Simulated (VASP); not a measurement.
# SmNb in VASP: further runs

SmNb is run at these levels: PBE; tasks: single point, relaxation of cell and atoms.

Everything below comes from runs of VASP 6.6.1. Logs are shortened: lines on timing, memory, paths and dates and some standing lists are left out, and cuts for length are marked.

**1. The cell of the first run**

Symmetry: R-3m, No. 166, trigonal system. The conventional cell has a = 5.098 Å, b = 5.098 Å, c = 6.364 Å, α = 90.00°, β = 90.00°, γ = 120.00°. Within 4.1 Å of Sm (site symmetry -3m) lie 8 Nb at 3.13 to 3.18 Å and 6 Sm at 3.63 Å. Within 4.1 Å of Nb (site symmetry -3m) lie 8 Sm at 3.13 to 3.18 Å and 6 Nb at 3.63 Å.

The cell was built from a structure type or drawn by symmetry, and may not be a known phase.

**2. Single point, PBE**

File INCAR:

```
PREC     = Accurate       # precision mode
ENCUT    = 500            # plane-wave cutoff, eV
EDIFF    = 1E-6           # SCF threshold, eV
ISMEAR   = 0              # smearing method
SIGMA    = 0.2            # smearing width, eV
LREAL    = False          # projectors in reciprocal space
LASPH    = True           # aspherical terms in the spheres
NELM     = 200            # most SCF steps
ALGO     = Normal         # electronic algorithm
ISIF     = 2              # what is computed and relaxed
LWAVE    = False          # write WAVECAR
LCHARG   = True           # write CHGCAR
GGA      = PE             # functional
LELF     = True           # ELF
LVHAR    = True         
NBANDS   = 19             # bands
GGA_COMPAT= False        
LMAXMIX  = 6              # l up to which the mixer works
```

File KPOINTS:

```
regular mesh
0
Gamma
  6 6 6
```

File POSCAR:

```
SmNb
1.0
    2.5490968858      1.4717217745      2.1213691027
   -2.5490968858      1.4717217745      2.1213691027
    0.0000000000     -2.9434435452      2.1213691054
Sm Nb
1 1
Direct
    0.0000000000      0.0000000000      0.0000000000
    0.5000000000      0.5000000000      0.5000000000
```

Potentials or basis: VASP PAW PBE potentials, release 64 (Sm_3, Nb_sv), 4f in core.

Started as:

```
$ cat potpaw_PBE.64/Sm_3/POTCAR potpaw_PBE.64/Nb_sv/POTCAR > POTCAR
$ mpirun -np 1 vasp_std > vasp.out
```

OUTCAR:

```text
PREC = Accurate
   ENCUT = 500
   EDIFF = 1E-6
   ISMEAR = 0
   LREAL = False
   LASPH = True
   NELM = 200
   ISIF = 2
   GGA = PE

 ion  position               nearest neighbor table
   1  0.000  0.000  0.000-   2 3.13   2 3.13   2 3.13   2 3.13   2 3.13   2 3.13   2 3.18   2 3.18

   2  0.500  0.500  0.500-   1 3.13   1 3.13   1 3.13   1 3.13   1 3.13   1 3.13   1 3.18   1 3.18

  LATTYP: Found a trigonal (rhomboedric) cell.
 ALAT       =     3.6282319089
 COS(alpha) =     0.0127830496

  Lattice vectors:

 A1 = (   2.5490968858,   1.4717217745,   2.1213691027)
 A2 = (  -2.5490968858,   1.4717217745,   2.1213691027)
 A3 = (   0.0000000000,  -2.9434435452,   2.1213691054)

Analysis of symmetry for initial positions (statically):
=====================================================================
 Subroutine PRICEL returns:
 Original cell was already a primitive cell.

 Routine SETGRP: Setting up the symmetry group for a
 trigonal (rhombohedral) supercell.

 Subroutine GETGRP returns: Found 12 space group operations
 (whereof 12 operations were pure point group operations)
 out of a pool of 12 trial point group operations.

The static configuration has the point symmetry D_3d.

Analysis of symmetry for dynamics (positions and initial velocities):
=====================================================================
 Subroutine PRICEL returns:
 Original cell was already a primitive cell.

 Routine SETGRP: Setting up the symmetry group for a
 trigonal (rhombohedral) supercell.

 Subroutine GETGRP returns: Found 12 space group operations
 (whereof 12 operations were pure point group operations)
 out of a pool of 12 trial point group operations.

The dynamic configuration has the point symmetry D_3d.

 Subroutine INISYM returns: Found 12 space group operations
 (whereof 12 operations are pure point group operations),
 and found     1 'primitive' translations

----------------------------------------------------------------------------------------

                                     Primitive cell

  volume of cell :      47.7507

  direct lattice vectors                    reciprocal lattice vectors
     2.549096886  1.471721774  2.121369103     0.196147900  0.113246043  0.157131228
[... 80 lines left out ...]
   ISPIN  =      1    spin polarized calculation?
   LNONCOLLINEAR =      F non collinear calculations
   LSORBIT =      F    spin-orbit coupling
   LASPH  =      T    aspherical Exc in radial PAW
   ENCUT  =  500.0 eV  36.75 Ry    6.06 a.u.   6.62  6.62  6.62*2*pi/ulx,y,z
   NELM   =    200;   NELMIN=  2; NELMDL= -5     # of ELM steps
   EDIFF  = 0.1E-05   stopping-criterion for ELM
   LREAL  =      F    real-space projection
   EDIFFG = 0.1E-04   stopping-criterion for IOM
   NSW    =      0    number of steps for IOM
   IBRION =     -1    ionic relax: 0-MD 1-quasi-New 2-CG
   NFREE  =      0    steps in history (QN), initial steepest desc. (CG)
   ISIF   =      2    stress and relaxation
   ISYM   =      2    0-nonsym 1-usesym 2-fastsym
   POTIM  = 0.5000    time-step for ionic-motion
   TEBEG  =    0.0;   TEEND  =   0.0 temperature during run
   PSTRESS=    0.0 pullay stress
   NELECT =      24.0000    total number of electrons
   NUPDOWN=      -1.0000    fix difference up-down
   EMIN   =  10.00;   EMAX   =-10.00  energy-range for DOS
   EFERMI =   0.00;   METHOD = LEGACY
   ISMEAR =     0;   SIGMA  =   0.20  broadening in eV -4-tet -1-fermi 0-gaus
   EFERMI_NEDOS =   21; number of points for ismear=-14 and -15
   IALGO  =     38    algorithm
   IMIX   =      4    mixing-type and parameters
     AMIX     =   0.40;   BMIX     =  1.00
     AMIX_MAG =   1.60;   BMIX_MAG =  1.00
  volume/ion in A,a.u.               =      23.88       161.12
  Fermi-wavevector in a.u.,A,eV,Ry     =   1.301624  2.459712 23.051315  1.694224
  Thomas-Fermi vector in A             =   2.432745
   LORBIT       =      0    0 simple, 1 ext, 2 COOP (PROOUT), +10 PAW based schemes
   GGA     = PE    functional components
   LHFCALC =     F    Hartree Fock is set to
   AEXX    =    0.0000 exact exchange contribution
   IVDW    =     0    specifies the selected vdW correction
   LEPSILON=     F    determine dielectric tensor
   LRPA    =     F    only Hartree local field effects (RPA)
 non-spin polarized calculation
 Gauss-broadening in eV      SIGMA  =   0.20
  energy-cutoff  :      500.00
  volume of cell :       47.75
 maximum number of plane-waves:      1229
 NGX is ok and might be reduce to    28
   NGX = 13   NGY = 13   NGZ = 13

 number of electron      23.9999999 magnetization

 Free energy of the ion-electron system (eV)
  ---------------------------------------------------
  ext. energy  EPLUGINS =         0.00000000
  ---------------------------------------------------
  free energy    TOTEN  =       -13.61460320 eV

  energy without entropy =      -13.52234861  energy(sigma->0) =      -13.56847590

 E-fermi :   6.3904     XC(G=0): -11.1785

 val. band max:        6.3749062697   @ k =   0.3333   0.3333  -0.0000
 cond. band min:       6.3985948439   @ k =   0.1667   0.1667   0.1667
 fundamental gap:      0.0236885742
 Fermi energy:         6.3904130986

 k-point     1 :       0.0000    0.0000    0.0000
  band No.  band energies     occupation
      1     -48.3199      2.00000
      2     -33.5808      2.00000
      3     -24.3621      2.00000
      4     -24.3621      2.00000
      5     -24.3590      2.00000
      6     -12.8933      2.00000
[... 505 lines left out ...]
      6     -13.3563      2.00000
[... 11 lines left out ...]
     18      12.6494      0.00000
     19      13.3746      0.00000

 [... further k-points ...]

------------------------ aborting loop because EDIFF is reached ----------------------------------------

  FORCE on cell =-STRESS in cart. coord.  units (eV):
  Direction    XX          YY          ZZ          XY          YZ          ZX
  --------------------------------------------------------------------------------------
  -------------------------------------------------------------------------------------
  Total        0.1657068      0.1657068      0.0780483      0.0000000     -0.0000000      0.0000000
  in kB        5.5599567      5.5599567      2.6187540      0.0000000     -0.0000000      0.0000000
  external PRESSURE =       4.5795558 kB  Pullay stress =       0.0000000 kB

 VOLUME and BASIS-vectors are now :
 -----------------------------------------------------------------------------
  energy-cutoff  :      500.00
  volume of cell :       47.75
      direct lattice vectors                 reciprocal lattice vectors
     2.549096886  1.471721774  2.121369103     0.196147900  0.113246043  0.157131228
    -2.549096886  1.471721774  2.121369103    -0.196147900  0.113246043  0.157131228
     0.000000000 -2.943443545  2.121369105     0.000000000 -0.226492085  0.157131229

 POSITION                                       TOTAL-FORCE (eV/Angst)
 -----------------------------------------------------------------------------------
      0.00000      0.00000      0.00000         0.000000     -0.000000     -0.000000
      0.00000      0.00000      3.18205        -0.000000      0.000000      0.000000
 -----------------------------------------------------------------------------------
    total drift:                               -0.000000     -0.000000      0.000000

  FREE ENERGIE OF THE ION-ELECTRON SYSTEM (eV)
  ---------------------------------------------------
  free  energy   TOTEN  =       -13.6146031966 eV

  energy  without entropy=      -13.5223486092  energy(sigma->0) =      -13.56847590
```

OSZICAR:

```text
N       E                     dE             d eps       ncg     rms          rms(c)
DAV:   1     0.204758540525E+03    0.20476E+03   -0.12112E+04  1216   0.119E+03
DAV:   2    -0.365452277721E+01   -0.20841E+03   -0.20445E+03  1428   0.397E+02
DAV:   3    -0.144053290148E+02   -0.10751E+02   -0.10568E+02  2174   0.680E+01
DAV:   4    -0.148875297195E+02   -0.48220E+00   -0.47774E+00  1632   0.107E+01
DAV:   5    -0.148989638970E+02   -0.11434E-01   -0.11428E-01  1858   0.155E+00    0.881E+00
DAV:   6    -0.138189753438E+02    0.10800E+01   -0.12335E+01  1646   0.164E+01    0.359E+00
DAV:   7    -0.136131408915E+02    0.20583E+00   -0.14803E+00  1681   0.685E+00    0.248E+00
DAV:   8    -0.136150999103E+02   -0.19590E-02   -0.85655E-02  1466   0.275E+00    0.363E-01
DAV:   9    -0.136141329548E+02    0.96696E-03   -0.10487E-02  1600   0.761E-01    0.293E-01
DAV:  10    -0.136146248591E+02   -0.49190E-03   -0.10055E-03  1478   0.296E-01    0.504E-02
DAV:  11    -0.136146013403E+02    0.23519E-04   -0.13468E-04  1557   0.110E-01    0.257E-02
DAV:  12    -0.136146034965E+02   -0.21561E-05   -0.15413E-05  1537   0.393E-02    0.485E-03
DAV:  13    -0.136146031966E+02    0.29989E-06   -0.40864E-07   812   0.586E-03
   1 F= -.13614603E+02 E0= -.13568476E+02  d E =-.922546E-01
```

stdout:

```text
POSCAR found type information on POSCAR SmNb
 POSCAR found :  2 types and       2 ions
 scaLAPACK will be used
 LDA part: xc-table for (Slater+PW92), standard interpolation
 POSCAR, INCAR and KPOINTS ok, starting setup
 FFT: planning ... GRIDC
 FFT: planning ... GRID_SOFT
 FFT: planning ... GRID
 WAVECAR not read
 entering main loop
```

It took 11 s on 1 thread of Intel Xeon Platinum 8481C at 2.70GHz (Sapphire Rapids), shared host; peak memory 0.17 GiB.

What came out:

```yaml
Free_energy: -13.6146 eV
Pressure: 0.5 GPa
Band_gap_on_the_k_mesh: zero (bands 12 and 13 overlap by 0.84 eV)
```

Caveat: spin-orbit coupling is left out, which moves the levels of the heavy elements; the 4f electrons are frozen in the core, so they carry no moment and show no levels.

**3. Relaxation of cell and atoms, PBE**

This run uses another cell than the first one, of 21.68 Å³/atom.

File INCAR:

```
  PREC = Accurate
  ENCUT = 500
  EDIFF = 1E-7
  ISMEAR = 0
  SIGMA = 0.2
  LREAL = F
  LASPH = T
  NELM = 200
  ALGO = Normal
  ISIF = 3
  LWAVE = F
  LCHARG = F
  GGA = PE
  IBRION = 2
  NSW = 36
  EDIFFG = -0.08
  GGA_COMPAT = F
  NELMIN = 4
  LMAXMIX = 6
```

KPOINTS is that of step 2.

File POSCAR:

```
SmNb
1.0
    3.5133766200      0.0000000000      0.0000000000
    0.0000000000      3.5133766200      0.0000000000
    0.0000000000      0.0000000000      3.5133766200
Sm Nb
1 1
Direct
    0.0000000000      0.0000000000      0.0000000000
    0.5000000000      0.5000000000      0.5000000000
```

Potentials or basis: VASP PAW PBE potentials, release 64 (Sm_3, Nb_sv), 4f in core.

Started as:

```
$ cat potpaw_PBE.64/Sm_3/POTCAR potpaw_PBE.64/Nb_sv/POTCAR > POTCAR
$ mpirun -np 1 vasp_std > vasp.out
```

Run time: 21 s. Hardware: 1 thread of Intel Xeon Platinum 8481C at 2.70GHz (Sapphire Rapids), shared host; peak memory 0.17 GiB.

The run converged. Its results:

```
Free energy                           : -13.6129 eV
Relaxed volume                        : 24.02 Å³/atom
Relaxed cell                          : a = 3.635 Å, b = 3.635 Å, c = 3.635 Å, α = 90.00°, β = 90.00°, γ = 90.00°
Space group after relaxing (to 0.1 Å) : Pm-3m (No. 221)
Energy gained by relaxing             : 56.4 meV/atom
Ionic steps                           : 3
Pressure after relaxing               : 0.0 GPa
Band gap on the k mesh                : zero (bands 12 and 13 overlap by 0.92 eV)
```

The path:
```csv
step,energy change (eV),largest force (eV/Å),pressure (GPa),volume (Å³)
1,0.0000,0.0000,8.39,43.37
2,-0.0796,0.0000,-3.58,50.90
3,-0.1127,0.0000,0.01,48.04
```

Final structure:
```
Sm Nb
1.0
     3.63513    0.00000    0.00000
     0.00000    3.63513    0.00000
     0.00000    0.00000    3.63513
Sm Nb
1 1
Direct
  0.00000 0.00000 0.00000
  0.50000 0.50000 0.50000
```

Levels at points of the mesh, in eV from the Fermi level:
```
           k point  band 9  band 10  band 11  band 12  band 13  band 14  band 15  band 16
(0.00, 0.00, 0.00)   -4.97    -2.72    -2.72     0.66     0.66     0.66     3.69     3.69
(0.50, 0.00, 0.00)   -1.85    -1.66    -1.04     0.40     0.68     0.68     1.48     2.41
(0.50, 0.50, 0.00)   -3.10    -2.53    -0.92    -0.92     2.46     2.46     2.51     2.61
(0.50, 0.50, 0.50)   -0.54    -0.54    -0.54    -0.26    -0.26    -0.26     2.60     2.60
```

Caveat: spin-orbit coupling is left out, which moves the levels of the heavy elements; the 4f electrons are frozen in the core, so they carry no moment and show no levels.
